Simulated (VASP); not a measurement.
# CoO (R-3m) in VASP: settings compared

Aim: see how the results for CoO move with the level of theory and the settings. Levels: LDA, PBEsol+U. Tasks: vibrations by perturbation theory, single point.

Program: VASP 6.6.1. These are calculated values, not measurements. Logs are shortened: lines on timing, memory, paths and dates and some standing lists are left out, and cuts for length are marked.

### Step 1. The cell of the first run

It takes space group R-3m (No. 166, trigonal). Conventional cell: a = 3.011 Å, b = 3.011 Å, c = 7.320 Å, α = 90.00°, β = 90.00°, γ = 120.00°. Within 2.8 Å of Co (site symmetry -3m) lie 6 O at 2.12 Å. O (site symmetry -3m) has 6 Co at 2.12 Å within 2.8 Å.

### Step 2. Vibrations by perturbation theory, LDA, collinear spin, ferromagnetic start

File INCAR:

```
SYSTEM = CoO
PREC = Accurate ; ENCUT = 520
EDIFF = 1E-8 ; ISMEAR = -1
SIGMA = 0.05 ; LREAL = .FALSE.
LASPH = .TRUE. ; NELM = 150
ALGO = Normal ; ISIF = 2
LWAVE = .FALSE. ; LCHARG = .FALSE.
ISPIN = 2 ; MAGMOM = 2 0
LORBIT = 11 ; LMAXMIX = 4
GGA = CA ; NBANDS = 18
IBRION = 8 ; NSW = 1
```

File KPOINTS:

```
regular mesh
0
G
  8 8 8
  0 0 0
```

File POSCAR:

```
CoO
1.0
    1.5054695445      0.8691832468      2.4399269062
   -1.5054695445      0.8691832468      2.4399269062
    0.0000000000     -1.7383664936      2.4399269062
Co O
1 1
Direct
    0.0000000000      0.0000000000      0.0000000000
    0.5000000000      0.5000000000      0.5000000000
```

Potentials or basis: VASP PAW LDA potentials, release 64 (Co, O).

Run with:

```
cat potpaw_LDA.64/Co/POTCAR potpaw_LDA.64/O/POTCAR > POTCAR
mpirun -np 1 vasp_std > vasp.out
```

OUTCAR:

```text
SYSTEM = CoO
   PREC = Accurate
   ENCUT = 520
   EDIFF = 1E-8
   ISMEAR = -1
   LREAL = .FALSE.
   LASPH = .TRUE.
   NELM = 150
   ISIF = 2
   ISPIN = 2
   LORBIT = 11
   GGA = CA
   IBRION = 8
   NSW = 1

 ion  position               nearest neighbor table
   1  0.000  0.000  0.000-   2 2.12   2 2.12   2 2.12   2 2.12   2 2.12   2 2.12
   2  0.500  0.500  0.500-   1 2.12   1 2.12   1 2.12   1 2.12   1 2.12   1 2.12

  LATTYP: Found a trigonal (rhomboedric) cell.
 ALAT       =     2.9958573687
 COS(alpha) =     0.4949531368

  Lattice vectors:

 A1 = (   1.5054695445,   0.8691832468,   2.4399269062)
 A2 = (  -1.5054695445,   0.8691832468,   2.4399269062)
 A3 = (   0.0000000000,  -1.7383664936,   2.4399269062)

Analysis of symmetry for initial positions (statically):
=====================================================================
 Subroutine PRICEL returns:
 Original cell was already a primitive cell.

 Routine SETGRP: Setting up the symmetry group for a
 trigonal (rhombohedral) supercell.

 Subroutine GETGRP returns: Found 12 space group operations
 (whereof 12 operations were pure point group operations)
 out of a pool of 12 trial point group operations.

The static configuration has the point symmetry D_3d.

Analysis of symmetry for dynamics (positions and initial velocities):
=====================================================================
 Subroutine PRICEL returns:
 Original cell was already a primitive cell.

 Routine SETGRP: Setting up the symmetry group for a
 trigonal (rhombohedral) supercell.

 Subroutine GETGRP returns: Found 12 space group operations
 (whereof 12 operations were pure point group operations)
 out of a pool of 12 trial point group operations.

The dynamic configuration has the point symmetry D_3d.

Analysis of structural, dynamic, and magnetic symmetry:
=====================================================================
 Subroutine PRICEL returns:
 Original cell was already a primitive cell.

 Routine SETGRP: Setting up the symmetry group for a
 trigonal (rhombohedral) supercell.

 Subroutine GETGRP returns: Found 12 space group operations
 (whereof 12 operations were pure point group operations)
 out of a pool of 12 trial point group operations.

The overall configuration has the point symmetry D_3d.

 Subroutine INISYM returns: Found 12 space group operations
 (whereof 12 operations are pure point group operations),
 and found     1 'primitive' translations

----------------------------------------------------------------------------------------

                                     Primitive cell

  volume of cell :      19.1563

  direct lattice vectors                    reciprocal lattice vectors
     1.505469544  0.869183247  2.439926906     0.332122295  0.191750896  0.136616114
    -1.505469544  0.869183247  2.439926906    -0.332122295  0.191750896  0.136616114
     0.000000000 -1.738366494  2.439926906     0.000000000 -0.383501793  0.136616114

  length of vectors
     2.995857369  2.995857369  2.995857369     0.407108816  0.407108816  0.407108816

  position of ions in fractional coordinates (direct lattice)
     0.000000000  0.000000000  0.000000000
     0.500000000  0.500000000  0.500000000

  ion indices of the primitive-cell ions
   primitive index   ion index
                 1           1
                 2           2

----------------------------------------------------------------------------------------

 KPOINTS: regular mesh

Automatic generation of k-mesh.
 Grid dimensions read from file:
 generate k-points for:    8    8    8

 Generating k-lattice:
[... 103 lines left out ...]

 Free energy of the ion-electron system (eV)
  ---------------------------------------------------
  ext. energy  EPLUGINS =         0.00000000
  ---------------------------------------------------
  free energy    TOTEN  =       -14.68200342 eV

  energy without entropy =      -14.64777814  energy(sigma->0) =      -14.66489078

 E-fermi :   7.7559     XC(G=0): -12.9365

 val. band max:        7.7554017280   @ k =   0.3750   0.3750   0.2500
 cond. band min:       7.7567610461   @ k =  -0.2500   0.2500   0.0000
 fundamental gap:      0.0013593181
 Fermi energy:         7.7558711686

 spin component 1

 k-point     1 :       0.0000    0.0000    0.0000
  band No.  band energies     occupation
      1     -12.3819      1.00000
      2       4.4209      1.00000
      3       4.4209      1.00000
      4       4.4699      1.00000
      5       4.7615      1.00000
      6       4.7615      1.00000
[... 493 lines left out ...]
     17      36.0035      0.00000
     18      36.2918      0.00000

 [... further k-points ...]

 spin component 2

 k-point     1 :       0.0000    0.0000    0.0000
  band No.  band energies     occupation
      1     -11.8871      1.00000
      2       4.9763      1.00000
      3       4.9763      1.00000
      4       5.0290      1.00000
      5       6.6342      1.00000
      6       6.6342      1.00000
[... 496 lines left out ...]
 [... further k-points ...]
[... 5 lines left out ...]
  --------------------------------------------------------------------------------------
  -------------------------------------------------------------------------------------
  Total       -2.2363053     -2.2363053     -2.2514466      0.0000000      0.0000000      0.0000000
  in kB     -187.0381885   -187.0381885   -188.3045610      0.0000000      0.0000000      0.0000000
  external PRESSURE =    -187.4603126 kB  Pullay stress =       0.0000000 kB

 VOLUME and BASIS-vectors are now :
 -----------------------------------------------------------------------------
  energy-cutoff  :      520.00
  volume of cell :       19.16
      direct lattice vectors                 reciprocal lattice vectors
     1.505469544  0.869183247  2.439926906     0.332122295  0.191750896  0.136616114
    -1.505469544  0.869183247  2.439926906    -0.332122295  0.191750896  0.136616114
     0.000000000 -1.738366494  2.439926906     0.000000000 -0.383501793  0.136616114

 POSITION                                       TOTAL-FORCE (eV/Angst)
 -----------------------------------------------------------------------------------
      0.00000      0.00000      0.00000        -0.000000     -0.000000     -0.000000
      0.00000      0.00000      3.65989         0.000000      0.000000      0.000000
 -----------------------------------------------------------------------------------
    total drift:                               -0.000000      0.000000     -0.000000

  FREE ENERGIE OF THE ION-ELECTRON SYSTEM (eV)
  ---------------------------------------------------
  free  energy   TOTEN  =       -14.6820034247 eV

  energy  without entropy=      -14.6477781410  energy(sigma->0) =      -14.66489078

[... ionic steps 2 to 3 ...]

--------------------------------------- Ionic step        4  -------------------------------------------

------------------------ aborting loop because EDIFF is reached ----------------------------------------
[... 11 lines left out ...]
[... ionic steps 8 to 8 ...]

--------------------------------------- Ionic step        9  -------------------------------------------

 Free energy of the ion-electron system (eV)
  ---------------------------------------------------
  ---------------------------------------------------
  free energy    TOTEN  =        -0.34955536 eV

  energy without entropy =       -0.34955534

------------------------ aborting loop because EDIFF is reached ----------------------------------------

 INTERNAL STRAIN TENSOR  FOR ION    2  DIRECTION 3   (eV/Angst):
 -----------------------------------------------------------------------------
    -0.03168  0.00000 -0.00000
     0.00000 -0.03168  0.00000
     0.00000  0.00000  0.02670

 INTERNAL STRAIN TENSOR FOR ION    2 for displacements in x,y,z  (eV/Angst):
          X           Y           Z          XY          YZ          ZX
  --------------------------------------------------------------------------------
  x     0.00000     0.00000     0.00000     0.00000     0.00000     0.00000
  y     0.00000     0.00000     0.00000     0.00000     0.00000     0.00000
  z     0.00000     0.00000     0.00000     0.00000     0.00000     0.00000

 SECOND DERIVATIVES (NOT SYMMETRIZED)
 ------------------------------------
               1X          1Y          1Z          2X          2Y          2Z
  1X     0.738140    0.000000    0.000000   -0.738140    0.000000    0.000000
  1Y     0.000000    0.738140    0.000000    0.000000   -0.738140    0.000000
  1Z     0.000000    0.000000    0.869046    0.000000    0.000000   -0.869046
  2X    -0.728659    0.000000    0.000000    0.728659    0.000000    0.000000
  2Y     0.000000   -0.728659   -0.000000    0.000000    0.728659    0.000000
  2Z     0.000000    0.000000   -0.845313    0.000000    0.000000    0.845313

 Eigenvectors and eigenvalues of the dynamical matrix
 ----------------------------------------------------

   1 f  =    0.023240 THz     0.146020 2PiTHz    0.775197 cm-1     0.096112 meV
             X         Y         Z           dx          dy          dz
      0.000000  0.000000  0.000000     0.000000    0.000000   -0.884178
      0.000000  0.000000  3.659890     0.000000    0.000000   -0.467150
[... 21 lines left out ...]
   6 f/i=    4.064075 THz    25.535337 2PiTHz  135.562955 cm-1    16.807657 meV
             X         Y         Z           dx          dy          dz
      0.000000  0.000000  0.000000     0.000000    0.000000   -0.467150
      0.000000  0.000000  3.659890     0.000000   -0.000000    0.884178

--------------------------------------------------------------------------------------------------------

 ELASTIC MODULI CONTR FROM IONIC RELAXATION (kBar)
 Direction    XX          YY          ZZ          XY          YZ          ZX
 --------------------------------------------------------------------------------
 XX           0.0000      0.0000      0.0000      0.0000      0.0000      0.0000
 YY           0.0000      0.0000      0.0000      0.0000      0.0000      0.0000
 ZZ           0.0000      0.0000      0.0000      0.0000      0.0000      0.0000
 XY           0.0000      0.0000      0.0000      0.0000      0.0000      0.0000
 YZ           0.0000      0.0000      0.0000      0.0000      0.0000      0.0000
 ZX           0.0000      0.0000      0.0000      0.0000      0.0000      0.0000
 --------------------------------------------------------------------------------

 total charge

# of ion       s       p       d       tot
------------------------------------------
    1        0.299   0.365   7.189   7.853
    2        1.546   3.385   0.000   4.931
--------------------------------------------------
tot          1.845   3.750   7.189  12.784

 magnetization (x)

# of ion       s       p       d       tot
------------------------------------------
    1        0.019   0.018   2.378   2.415
    2        0.029   0.268   0.000   0.297
--------------------------------------------------
tot          0.048   0.286   2.378   2.711
```

Wall time 9.4 min (1 thread of Intel Xeon 8259CL, shared host); peak memory 0.37 GiB.

Results:

```
Net moment                                              : 2.77 μB per cell
Site moments                                            : Co +2.42; O +0.30 μB
Valence electrons inside the program's atomic spheres   : Co 7.85; O 4.93
Highest phonon frequency at Γ, LO-TO splitting left out : 1 cm⁻¹
Most unstable mode                                      : 136i cm⁻¹
```

Phonon frequencies in cm⁻¹ (negative: imaginary):
```csv
q point,frequencies
"(0.000, 0.000, 0.000)",-136 -126 -126 0 0 1
```

Caveat: the cell stands under pressure or tension, which shifts response properties; some modes are imaginary; a cell with one magnetic atom can't hold antiferromagnetic order, which such compounds often take.

### Step 3. Single point, PBEsol+U, collinear spin, ferromagnetic start

File INCAR:

```
SYSTEM = CoO
PREC     = Accurate       ! precision mode
ENCUT    = 520            ! plane-wave cutoff, eV
EDIFF    = 1E-6           ! SCF threshold, eV
ISMEAR   = -1             ! smearing method
SIGMA    = 0.05           ! smearing width, eV
LREAL    = .FALSE.        ! projectors in reciprocal space
LASPH    = .TRUE.         ! aspherical terms in the spheres
NELM     = 150            ! most SCF steps
ALGO     = Normal         ! electronic algorithm
ISIF     = 2              ! what is computed and relaxed
LWAVE    = .FALSE.        ! write WAVECAR
LCHARG   = .FALSE.        ! write CHGCAR
ISPIN    = 2              ! spin polarisation
MAGMOM   = 2 0            ! initial moments
LORBIT   = 11             ! projections on sites
LMAXMIX  = 4              ! l up to which the mixer works
LDAU     = .TRUE.         ! DFT+U
LDAUTYPE = 2            
LDAUL    = 2 -1           ! shell
LDAUU    = 1 0            ! U, eV
LDAUJ    = 0 0          
LDAUPRINT= 1            
GGA      = PS             ! functional
NBANDS   = 18             ! bands
```

File KPOINTS:

```
Automatic mesh
0
G
  11 11 11
  0 0 0
```

POSCAR is that of step 2.

Potentials or basis: VASP PAW PBE potentials, release 64 (Co, O).

Run with:

```
cat potpaw_PBE.64/Co/POTCAR potpaw_PBE.64/O/POTCAR > POTCAR
mpirun -np 1 vasp_std > vasp.out
```

Run time: 1.8 min. Hardware: 1 thread of Intel Xeon 8259CL, shared host; peak memory 0.21 GiB.

The run converged. Its results:

```yaml
Free_energy: -13.4055 eV
Pressure: -9.1 GPa
Band_gap_on_the_k_mesh: zero (filled and empty bands overlap)
Net_moment: 2.99 μB per cell
Site_moments: Co +2.64; O +0.31 μB
Valence_electrons_inside_the_program's_atomic_spheres: Co 7.81; O 4.96
```

Levels at points of the mesh, in eV from the Fermi level:
Spin up:
| k point | band 5 | band 6 | band 7 | band 8 | band 9 | band 10 | band 11 | band 12 | band 13 | band 14 |
| --- | --- | --- | --- | --- | --- | --- | --- | --- | --- | --- |
| (0.00, 0.00, 0.00) | -3.51 | -3.51 | -3.04 | -3.04 | -2.99 | 1.06 | 16.76 | 17.80 | 17.80 | 18.00 |
Spin down:
| k point | band 4 | band 5 | band 6 | band 7 | band 8 | band 9 |
| --- | --- | --- | --- | --- | --- | --- |
| (0.00, 0.00, 0.00) | -2.39 | -1.15 | -1.15 | -1.10 | 0.32 | 0.32 |

Eigenvalues of the final occupation matrices:
| site | spin | trace | eigenvalues |
| --- | --- | --- | --- |
| site 1 d | 1 | 4.88 | 0.96 0.96 0.96 1.00 1.00 |
| site 1 d | 2 | 2.28 | 0.18 0.18 0.63 0.65 0.65 |

Caveat: the cell stands under tension; the PAW data sets were made with another functional, which shifts forces and pressure a little; a cell with one magnetic atom can't hold antiferromagnetic order, which such compounds often take.
